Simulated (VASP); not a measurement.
# Pb in VASP: a series of runs, part 3 of 3

VASP 6.6.1. The steps go on from the part before.

### Step 6. Electric field gradients, LDA (volume scaled by 0.975)

Contents of INCAR:

```
PREC = Accurate ; ENCUT = 520
EDIFF = 1E-8 ; ISMEAR = -1
SIGMA = 0.05 ; LREAL = F
LASPH = T ; NELM = 60
ALGO = Normal ; ISIF = 2
LWAVE = F ; LCHARG = F
GGA = CA ; LEFG = T
NBANDS = 21
```

Contents of KPOINTS:

```
Automatic mesh
0
Gamma
  8 8 8
```

Contents of POSCAR:

```
Pb
1.0
    0.0000000000      3.4100995290      3.4100995290
    3.4100995290      0.0000000000      3.4100995290
    3.4100995290      3.4100995290      0.0000000000
Pb
2
Direct
    0.0000000000      0.0000000000      0.0000000000
    0.2500000000      0.2500000000      0.2500000000
```

Potentials or basis: VASP PAW LDA potentials, release 64 (Pb_d).

Run with:

```
cat potpaw_LDA.64/Pb_d/POTCAR > POTCAR
mpirun -np 1 vasp_std > vasp.out
```

OUTCAR:

```text
PREC = Accurate
   ENCUT = 520
   EDIFF = 1E-8
   ISMEAR = -1
   LREAL = F
   LASPH = T
   NELM = 60
   ISIF = 2
   GGA = CA

 ion  position               nearest neighbor table
   1  0.000  0.000  0.000-   2 2.95   2 2.95   2 2.95   2 2.95
   2  0.250  0.250  0.250-   1 2.95   1 2.95   1 2.95   1 2.95

  LATTYP: Found a face centered cubic cell.
 ALAT       =     6.8201990580

  Lattice vectors:

 A1 = (   0.0000000000,   3.4100995290,   3.4100995290)
 A2 = (   3.4100995290,   0.0000000000,   3.4100995290)
 A3 = (   3.4100995290,   3.4100995290,   0.0000000000)

Analysis of symmetry for initial positions (statically):
=====================================================================
 Subroutine PRICEL returns:
 Original cell was already a primitive cell.

 Routine SETGRP: Setting up the symmetry group for a
 face centered cubic supercell.

 Subroutine GETGRP returns: Found 48 space group operations
 (whereof 24 operations were pure point group operations)
 out of a pool of 48 trial point group operations.

The static configuration has the point symmetry T_d .
 The point group associated with its full space group is O_h .

Analysis of symmetry for dynamics (positions and initial velocities):
=====================================================================
 Subroutine PRICEL returns:
 Original cell was already a primitive cell.

 Routine SETGRP: Setting up the symmetry group for a
 face centered cubic supercell.

 Subroutine GETGRP returns: Found 48 space group operations
 (whereof 24 operations were pure point group operations)
[... 147 lines left out ...]

  energy without entropy =       -7.88941206  energy(sigma->0) =       -7.89144489

 E-fermi :   4.3365     XC(G=0):  -8.8712

 val. band max:        4.0109353605   @ k =   0.1250   0.1250   0.0000
 cond. band min:       4.3503549721   @ k =  -0.1250   0.1250   0.0000
 fundamental gap:      0.3394196116
 Fermi energy:         4.3365375484

 k-point     1 :       0.0000    0.0000    0.0000
  band No.  band energies     occupation
      1     -12.9237      2.00000
      2     -12.9237      2.00000
      3     -12.9237      2.00000
      4     -12.8393      2.00000
      5     -12.8393      2.00000
      6     -12.3787      2.00000
[... 565 lines left out ...]
     20      12.2216      0.00000
     21      12.9888      0.00000

 [... further k-points ...]
[... 5 lines left out ...]
  --------------------------------------------------------------------------------------
  -------------------------------------------------------------------------------------
  Total        0.0529804      0.0529804      0.0529804     -0.0000000      0.0000000     -0.0000000
  in kB        1.0702738      1.0702738      1.0702738     -0.0000000      0.0000000     -0.0000000
  external PRESSURE =       1.0702738 kB  Pullay stress =       0.0000000 kB

 VOLUME and BASIS-vectors are now :
 -----------------------------------------------------------------------------
  energy-cutoff  :      520.00
  volume of cell :       79.31
      direct lattice vectors                 reciprocal lattice vectors
     0.000000000  3.410099529  3.410099529    -0.146623286  0.146623286  0.146623286
     3.410099529  0.000000000  3.410099529     0.146623286 -0.146623286  0.146623286
     3.410099529  3.410099529  0.000000000     0.146623286  0.146623286 -0.146623286

 POSITION                                       TOTAL-FORCE (eV/Angst)
 -----------------------------------------------------------------------------------
      0.00000      0.00000      0.00000         0.000000     -0.000000      0.000000
      1.70505      1.70505      1.70505        -0.000000      0.000000     -0.000000
 -----------------------------------------------------------------------------------
    total drift:                                0.000000      0.000000      0.000000

  FREE ENERGIE OF THE ION-ELECTRON SYSTEM (eV)
  ---------------------------------------------------
  free  energy   TOTEN  =        -7.8934777224 eV

  energy  without entropy=       -7.8894120623  energy(sigma->0) =       -7.89144489

 Electric field gradients (V/A^2)
---------------------------------------------------------------------
 ion       V_xx      V_yy      V_zz      V_xy      V_xz      V_yz
---------------------------------------------------------------------
   1      -0.000    -0.000    -0.000    -0.000    -0.000    -0.000
   2      -0.000    -0.000    -0.000    -0.000    -0.000    -0.000
---------------------------------------------------------------------

 Electric field gradients after diagonalization (V/A^2)
 (convention: |V_zz| > |V_xx| > |V_yy|)
----------------------------------------------------------------------
 ion       V_xx      V_yy      V_zz     asymmetry (V_yy - V_xx)/ V_zz
----------------------------------------------------------------------
   1       0.000     0.000    -0.001       0.000
   2       0.000     0.000    -0.001       0.000
----------------------------------------------------------------------

           NMR quadrupolar parameters

 Cq : quadrupolar parameter    Cq=e*Q*V_zz/h
 eta: asymmetry parameters     (V_yy - V_xx)/ V_zz
 Q  : nuclear electric quadrupole moment in mb (millibarn)
----------------------------------------------------------------------
 ion       Cq(MHz)       eta       Q (mb)
----------------------------------------------------------------------
   1      -0.000       0.000       1.000
   2      -0.000       0.000       1.000
----------------------------------------------------------------------
```

OSZICAR:

```text
N       E                     dE             d eps       ncg     rms          rms(c)
DAV:   1     0.293090452718E+03    0.29309E+03   -0.13781E+04  1218   0.147E+03
DAV:   2     0.138868495400E+02   -0.27920E+03   -0.27367E+03  1218   0.393E+02
DAV:   3    -0.714747277712E+01   -0.21034E+02   -0.20896E+02  1473   0.137E+02
DAV:   4    -0.792071191330E+01   -0.77324E+00   -0.77296E+00  1433   0.313E+01
DAV:   5    -0.796645826552E+01   -0.45746E-01   -0.45745E-01  1877   0.673E+00    0.159E+00
DAV:   6    -0.791654136358E+01    0.49917E-01   -0.37367E-02  1719   0.263E+00    0.881E-01
DAV:   7    -0.789353015872E+01    0.23011E-01   -0.34823E-02  1626   0.219E+00    0.150E-01
DAV:   8    -0.789342791387E+01    0.10224E-03   -0.41997E-03  1593   0.772E-01    0.376E-02
DAV:   9    -0.789348424921E+01   -0.56335E-04   -0.22757E-04  1565   0.203E-01    0.164E-02
DAV:  10    -0.789347759840E+01    0.66508E-05   -0.29101E-05  1692   0.812E-02    0.357E-03
DAV:  11    -0.789347775809E+01   -0.15969E-06   -0.28300E-06  1939   0.151E-02    0.112E-03
DAV:  12    -0.789347772257E+01    0.35517E-07   -0.15394E-07  1665   0.438E-03    0.215E-04
DAV:  13    -0.789347772241E+01    0.15780E-09   -0.54490E-09   969   0.720E-04
   1 F= -.78934777E+01 E0= -.78914449E+01  d E =-.406566E-02
```

stdout:

```text
POSCAR found type information on POSCAR Pb
 POSCAR found :  1 types and       2 ions
 scaLAPACK will be used
 LDA part: xc-table for (Slater(with rela. corr.)+CA(PZ))
 , standard interpolation
 POSCAR, INCAR and KPOINTS ok, starting setup
 FFT: planning ... GRIDC
 FFT: planning ... GRID_SOFT
 FFT: planning ... GRID
 WAVECAR not read
 entering main loop
ion   1

ion   2
```

It took 24 s on 1 thread of AMD EPYC 9R45 (Zen 5), shared host; peak memory 0.15 GiB.

What came out:

```
Free energy            : -7.8935 eV
Pressure               : 0.1 GPa
Band gap on the k mesh : zero (band 14 reaches 4.70 eV, above the bottom of band 15 at 3.50 eV)
```

Caveat: without QUAD_EFG the Cq values of the log hold for a quadrupole moment of 1 mb, not for the nuclei; spin-orbit coupling is left out, which moves the levels of the heavy elements.

### Step 7. Overview

```tsv
cell	gap on the mesh (eV)	pressure (GPa)
a = 4.888 Å, angles 59.3°, 2 atoms	none	-0.7
a = 4.781 Å, angles 60.0°, 2 atoms	none	1.1
a = 4.823 Å, angles 60.0°, 2 atoms	none	0.1
```

Alike in all rows: task electric field gradients; level LDA; potentials or basis VASP PAW LDA potentials, release 64 (Pb_d); no spin polarisation; k mesh 8 × 8 × 8; cutoff (eV) 520; smearing fermi-dirac 0.05 eV.

Caveats: spin-orbit coupling is left out, which moves the levels of the heavy elements.

Total energies depend on the potentials used, so only differences within one code and one set of settings carry meaning.
